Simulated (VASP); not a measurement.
# SrO (Fm-3m) in VASP: single point with PBE

Aim: the single point of SrO with PBE.

Everything below comes from runs of VASP 6.6.1. Logs are shortened: lines on timing, memory, paths and dates and some standing lists are left out, and cuts for length are marked.

## (1) The cell of the first run

The structure is cubic, space group Fm-3m (No. 225). The conventional cell has a = 5.160 Å, b = 5.160 Å, c = 5.160 Å, α = 90.00°, β = 90.00°, γ = 90.00°. Within 3.4 Å of Sr (site symmetry m-3m) lie 6 O at 2.58 Å. Within 3.4 Å of O (site symmetry m-3m) lie 6 Sr at 2.58 Å.

## (2) Single point, PBE

The input, INCAR:

```
SYSTEM = SrO
ALGO = Normal ; EDIFF = 1E-6
ENCUT = 600 ; GGA = PE
GGA_COMPAT = .False. ; ISIF = 2
ISMEAR = 0 ; LASPH = .True.
LCHARG = .True. ; LELF = .True.
LREAL = .False. ; LVHAR = .True.
LWAVE = .False. ; NBANDS = 15
NELM = 120 ; PREC = Accurate
SIGMA = 0.01
```

The input, KPOINTS:

```
k-points
0
Gamma
  6 6 6
  0 0 0
```

The input, POSCAR:

```
SrO
1.0
    0.0000000000      2.5798923260      2.5798923260
    2.5798923260      0.0000000000      2.5798923260
    2.5798923260      2.5798923260      0.0000000000
Sr O
1 1
Direct
    0.0000000000      0.0000000000      0.0000000000
    0.5000000000      0.5000000000      0.5000000000
```

Potentials or basis: VASP PAW PBE potentials, release 64 (Sr_sv, O).

Started as:

```
> cat potpaw_PBE.64/Sr_sv/POTCAR potpaw_PBE.64/O/POTCAR > POTCAR
> mpirun -np 1 vasp_std > vasp.out
```

OUTCAR:

```text
SYSTEM = SrO
   EDIFF = 1E-6
   ENCUT = 600
   GGA = PE
   ISIF = 2
   ISMEAR = 0
   LASPH = .True.
   LREAL = .False.
   NELM = 120
   PREC = Accurate

 ion  position               nearest neighbor table
   1  0.000  0.000  0.000-   2 2.58   2 2.58   2 2.58   2 2.58   2 2.58   2 2.58
   2  0.500  0.500  0.500-   1 2.58   1 2.58   1 2.58   1 2.58   1 2.58   1 2.58

  LATTYP: Found a face centered cubic cell.
 ALAT       =     5.1597846520

  Lattice vectors:

 A1 = (   0.0000000000,   2.5798923260,   2.5798923260)
 A2 = (   2.5798923260,   0.0000000000,   2.5798923260)
 A3 = (   2.5798923260,   2.5798923260,   0.0000000000)

Analysis of symmetry for initial positions (statically):
=====================================================================
 Subroutine PRICEL returns:
 Original cell was already a primitive cell.

 Routine SETGRP: Setting up the symmetry group for a
 face centered cubic supercell.

 Subroutine GETGRP returns: Found 48 space group operations
 (whereof 48 operations were pure point group operations)
 out of a pool of 48 trial point group operations.

The static configuration has the point symmetry O_h .

Analysis of symmetry for dynamics (positions and initial velocities):
=====================================================================
 Subroutine PRICEL returns:
 Original cell was already a primitive cell.

 Routine SETGRP: Setting up the symmetry group for a
 face centered cubic supercell.

 Subroutine GETGRP returns: Found 48 space group operations
 (whereof 48 operations were pure point group operations)
 out of a pool of 48 trial point group operations.

The dynamic configuration has the point symmetry O_h .

 Subroutine INISYM returns: Found 48 space group operations
 (whereof 48 operations are pure point group operations),
 and found     1 'primitive' translations

----------------------------------------------------------------------------------------

                                     Primitive cell

  volume of cell :      34.3427

  direct lattice vectors                    reciprocal lattice vectors
     0.000000000  2.579892326  2.579892326    -0.193806538  0.193806538  0.193806538
     2.579892326  0.000000000  2.579892326     0.193806538 -0.193806538  0.193806538
     2.579892326  2.579892326  0.000000000     0.193806538  0.193806538 -0.193806538

  length of vectors
     3.648518717  3.648518717  3.648518717     0.335682771  0.335682771  0.335682771

  position of ions in fractional coordinates (direct lattice)
     0.000000000  0.000000000  0.000000000
     0.500000000  0.500000000  0.500000000

  ion indices of the primitive-cell ions
   primitive index   ion index
                 1           1
                 2           2

----------------------------------------------------------------------------------------

 KPOINTS: k-points

Automatic generation of k-mesh.
 Grid dimensions read from file:
 generate k-points for:    6    6    6

 Generating k-lattice:

  Cartesian coordinates                     Fractional coordinates (reciprocal lattice)
    -0.032301090  0.032301090  0.032301090     0.166666667  0.000000000  0.000000000
     0.032301090 -0.032301090  0.032301090     0.000000000  0.166666667  0.000000000
     0.032301090  0.032301090 -0.032301090     0.000000000  0.000000000  0.166666667

  Length of vectors
     0.055947128  0.055947128  0.055947128

  Shift w.r.t. Gamma in fractional coordinates (k-lattice)
     0.000000000  0.000000000  0.000000000

 Subroutine IBZKPT returns following result:
 ===========================================

 Found     16 irreducible k-points:

 Following reciprocal coordinates:
            Coordinates               Weight
  0.000000  0.000000  0.000000      1.000000
  0.166667  0.000000  0.000000      8.000000
  0.333333  0.000000  0.000000      8.000000
  0.500000  0.000000  0.000000      4.000000
  0.166667  0.166667  0.000000      6.000000
  0.333333  0.166667  0.000000     24.000000
[... 8 lines left out ...]
 -0.333333  0.333333  0.166667     24.000000
 -0.333333  0.500000  0.166667     12.000000
   k-points           NKPTS =     16   k-points in BZ     NKDIM =     16   number of bands    NBANDS=     15
   number of dos      NEDOS =    301   number of ions     NIONS =      2
   total plane-waves  NPLWV =  27000
   dimension x,y,z NGX =    30 NGY =   30 NGZ =   30
   dimension x,y,z NGXF=    60 NGYF=   60 NGZF=   60
   ions per type =               1   1
   NGX,Y,Z   is equivalent  to a cutoff of  13.67, 13.67, 13.67 a.u.
   NGXF,Y,Z  is equivalent  to a cutoff of  27.34, 27.34, 27.34 a.u.
 SYSTEM =  SrO
   PREC   = accura    normal or accurate (medium, high low for compatibility)
   ISTART =      0    job   : 0-new  1-cont  2-samecut
   ICHARG =      2    charge: 1-file 2-atom 10-const
   ISPIN  =      1    spin polarized calculation?
   LNONCOLLINEAR =      F non collinear calculations
   LSORBIT =      F    spin-orbit coupling
   LASPH  =      T    aspherical Exc in radial PAW
   ENCUT  =  600.0 eV  44.10 Ry    6.64 a.u.   7.29  7.29  7.29*2*pi/ulx,y,z
   NELM   =    120;   NELMIN=  2; NELMDL= -5     # of ELM steps
   EDIFF  = 0.1E-05   stopping-criterion for ELM
   LREAL  =      F    real-space projection
   EDIFFG = 0.1E-04   stopping-criterion for IOM
   NSW    =      0    number of steps for IOM
   IBRION =     -1    ionic relax: 0-MD 1-quasi-New 2-CG
   NFREE  =      0    steps in history (QN), initial steepest desc. (CG)
   ISIF   =      2    stress and relaxation
   ISYM   =      2    0-nonsym 1-usesym 2-fastsym
   POTIM  = 0.5000    time-step for ionic-motion
   TEBEG  =    0.0;   TEEND  =   0.0 temperature during run
   PSTRESS=    0.0 pullay stress
   NELECT =      16.0000    total number of electrons
   NUPDOWN=      -1.0000    fix difference up-down
   EMIN   =  10.00;   EMAX   =-10.00  energy-range for DOS
   EFERMI =   0.00;   METHOD = LEGACY
   ISMEAR =     0;   SIGMA  =   0.01  broadening in eV -4-tet -1-fermi 0-gaus
   EFERMI_NEDOS =   21; number of points for ismear=-14 and -15
   IALGO  =     38    algorithm
   IMIX   =      4    mixing-type and parameters
     AMIX     =   0.40;   BMIX     =  1.00
     AMIX_MAG =   1.60;   BMIX_MAG =  1.00
  volume/ion in A,a.u.               =      17.17       115.88
  Fermi-wavevector in a.u.,A,eV,Ry     =   1.269122  2.398292 21.914492  1.610670
  Thomas-Fermi vector in A             =   2.402180
   LORBIT       =      0    0 simple, 1 ext, 2 COOP (PROOUT), +10 PAW based schemes
   GGA     = PE    functional components
   LHFCALC =     F    Hartree Fock is set to
   AEXX    =    0.0000 exact exchange contribution
   IVDW    =     0    specifies the selected vdW correction
   LEPSILON=     F    determine dielectric tensor
   LRPA    =     F    only Hartree local field effects (RPA)
 non-spin polarized calculation
 Gauss-broadening in eV      SIGMA  =   0.01
  energy-cutoff  :      600.00
  volume of cell :       34.34
 maximum number of plane-waves:      1167
 NGX is ok and might be reduce to    30
   NGX = 15   NGY = 15   NGZ = 15

 number of electron      15.9999998 magnetization

 Free energy of the ion-electron system (eV)
  ---------------------------------------------------
  ext. energy  EPLUGINS =         0.00000000
  ---------------------------------------------------
  free energy    TOTEN  =       -12.04951625 eV

  energy without entropy =      -12.04951625  energy(sigma->0) =      -12.04951625

 E-fermi :   1.7331     XC(G=0):  -9.9773

 val. band max:        1.6137852427   @ k =   0.0000   0.0000   0.0000
 cond. band min:       4.8851456626   @ k =   0.5000   0.5000   0.0000
 fundamental gap:      3.2713604199
 Fermi energy:         1.7330650853

 k-point     1 :       0.0000    0.0000    0.0000
  band No.  band energies     occupation
      1     -30.8112      2.00000
      2     -13.4633      2.00000
      3     -12.4597      2.00000
      4     -12.4597      2.00000
      5     -12.4597      2.00000
      6       1.6138      2.00000
      7       1.6138      2.00000
      8       1.6138      2.00000
      9       5.5238      0.00000
     10       7.8022      0.00000
     11       7.8022      0.00000
     12       7.8022      0.00000
     13       9.9461      0.00000
     14       9.9461      0.00000
     15      14.2756      0.00000

 k-point     2 :       0.1667    0.0000    0.0000
  band No.  band energies     occupation
      1     -30.7787      2.00000
      2     -14.0247      2.00000
      3     -12.4800      2.00000
      4     -12.4800      2.00000
      5     -11.9789      2.00000
      6       0.8969      2.00000
      7       1.2914      2.00000
      8       1.2914      2.00000
      9       6.6682      0.00000
     10       7.6037      0.00000
     11       8.3296      0.00000
     12       8.3296      0.00000
     13      10.6314      0.00000
     14      10.6314      0.00000
     15      15.9097      0.00000

 k-point     3 :       0.3333    0.0000    0.0000
  band No.  band energies     occupation
      1     -30.7127      2.00000
      2     -14.7029      2.00000
      3     -12.5199      2.00000
      4     -12.5199      2.00000
      5     -11.4623      2.00000
      6      -0.1201      2.00000
      7       0.7394      2.00000
      8       0.7394      2.00000
      9       7.7718      0.00000
     10       8.8059      0.00000
     11       9.6046      0.00000
     12       9.6046      0.00000
     13      12.1722      0.00000
     14      12.1722      0.00000
     15      17.3512      0.00000
[... 199 lines left out ...]
 k-point    15 :      -0.3333    0.3333    0.1667
  band No.  band energies     occupation
      1     -30.6493      2.00000
      2     -14.4414      2.00000
      3     -12.9736      2.00000
      4     -12.8322      2.00000
      5     -11.7662      2.00000
      6       0.2987      2.00000
      7       0.9400      2.00000
      8       0.9989      2.00000
      9       7.7898      0.00000
     10       7.9156      0.00000
     11      10.5166      0.00000
     12      11.6413      0.00000
     13      12.9703      0.00000
     14      14.4766      0.00000
     15      15.2083      0.00000

 k-point    16 :      -0.3333    0.5000    0.1667
  band No.  band energies     occupation
      1     -30.6397      2.00000
      2     -14.0210      2.00000
      3     -13.2491      2.00000
      4     -12.9632      2.00000
      5     -12.0508      2.00000
      6       0.7392      2.00000
      7       1.1389      2.00000
      8       1.2680      2.00000
      9       6.2498      0.00000
     10       9.1483      0.00000
     11       9.9951      0.00000
     12      12.5287      0.00000
     13      12.6339      0.00000
     14      14.4596      0.00000
     15      14.9885      0.00000

------------------------ aborting loop because EDIFF is reached ----------------------------------------

  FORCE on cell =-STRESS in cart. coord.  units (eV):
  Direction    XX          YY          ZZ          XY          YZ          ZX
  --------------------------------------------------------------------------------------
  -------------------------------------------------------------------------------------
  Total        0.4872283      0.4872283      0.4872283      0.0000000      0.0000000     -0.0000000
  in kB       22.7304673     22.7304673     22.7304673      0.0000000      0.0000000     -0.0000000
  external PRESSURE =      22.7304673 kB  Pullay stress =       0.0000000 kB

 VOLUME and BASIS-vectors are now :
 -----------------------------------------------------------------------------
  energy-cutoff  :      600.00
  volume of cell :       34.34
      direct lattice vectors                 reciprocal lattice vectors
     0.000000000  2.579892326  2.579892326    -0.193806538  0.193806538  0.193806538
     2.579892326  0.000000000  2.579892326     0.193806538 -0.193806538  0.193806538
     2.579892326  2.579892326  0.000000000     0.193806538  0.193806538 -0.193806538

 POSITION                                       TOTAL-FORCE (eV/Angst)
 -----------------------------------------------------------------------------------
      0.00000      0.00000      0.00000        -0.000000      0.000000     -0.000000
      2.57989      2.57989      2.57989         0.000000     -0.000000      0.000000
 -----------------------------------------------------------------------------------
    total drift:                                0.000000      0.000000      0.000000

  FREE ENERGIE OF THE ION-ELECTRON SYSTEM (eV)
  ---------------------------------------------------
  free  energy   TOTEN  =       -12.0495162543 eV

  energy  without entropy=      -12.0495162543  energy(sigma->0) =      -12.04951625
```

Wall time 23 s (1 thread of Intel Xeon 8259CL, shared host); peak memory 0.17 GiB.

Results:

| Item | Value |
| --- | --- |
| Free energy | -12.0495 eV |
| Pressure | 2.3 GPa |
| Band gap on the k mesh | 3.27 eV, indirect (least direct gap 3.37 eV) |

Levels at points of the mesh, in eV from the valence-band top:
```
           k point  band 5  band 6  band 7  band 8  band 9  band 10  band 11  band 12
(0.00, 0.00, 0.00)  -14.07    0.00    0.00    0.00    3.91     6.19     6.19     6.19
(0.50, 0.00, 0.00)  -12.89   -2.15   -1.12   -1.12    6.51     8.37     8.79     8.79
(0.50, 0.50, 0.00)  -14.43   -0.45   -0.10   -0.10    3.27     7.73    10.11    10.29
```

A k mesh can miss the band edges. PBE gaps usually lie below the measured ones, often by a third to a half.
